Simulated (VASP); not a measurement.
Crystal: Lu3Cd.

```xyz
4
Lattice="4.7600 0.0000 0.0000 0.0000 4.7600 0.0000 0.0000 0.0000 4.7600" Properties=species:S:1:pos:R:3 pbc="T T T"
Cd    0.0000    0.0000    0.0000
Lu    0.0000    2.3800    2.3800
Lu    2.3800    0.0000    2.3800
Lu    2.3800    2.3800    0.0000
```

| Item | Value |
| --- | --- |
| Program | VASP 6.6.1 |
| Task | relaxation of cell and atoms |
| Functional | LDA |
| Potentials or basis | VASP PAW PBE potentials, release 64 (Cd, Lu) |
| Cutoff | 600 eV |
| k mesh | 5 × 5 × 5 |
| Occupations | fermi-dirac, width 0.1 eV |
| Spin | no spin polarisation |

At the start: pressure -5.7 GPa; volume 26.96 Å³/atom.

**Question.** How do energy, volume and symmetry change on relaxing?

**Answer.** Over 5 steps the energy falls by 58.9 meV/atom and the volume is 24.00 Å³/atom (-11.0 %); space group Pm-3m (No. 221, to 0.05 Å).

The path:
```
step  energy change (eV)  largest force (eV/Å)  pressure (GPa)  volume (Å³)
   1              0.0000                0.0000           -5.71       107.85
   2             -0.2238                0.0000            1.39        93.54
   3             -0.2354                0.0000           -0.22        95.71
   4             -0.2350                0.0000            0.29        95.41
   5             -0.2355                0.0000           -0.07        95.99
```

Final structure:
```cif
data_structure
_symmetry_space_group_name_H-M 'P 1'
_symmetry_Int_Tables_number 1
_cell_length_a 4.5788
_cell_length_b 4.5788
_cell_length_c 4.5788
_cell_angle_alpha 90.000
_cell_angle_beta 90.000
_cell_angle_gamma 90.000
_cell_volume 95.99
loop_
_atom_site_label
_atom_site_type_symbol
_atom_site_fract_x
_atom_site_fract_y
_atom_site_fract_z
_atom_site_occupancy
Cd1 Cd 0.00000 0.00000 0.00000 1
Lu1 Lu 0.00000 0.50000 0.50000 1
Lu2 Lu 0.50000 0.00000 0.50000 1
Lu3 Lu 0.50000 0.50000 0.00000 1
```

Caveat: the PAW data sets were made with another functional, which shifts forces and pressure a little.
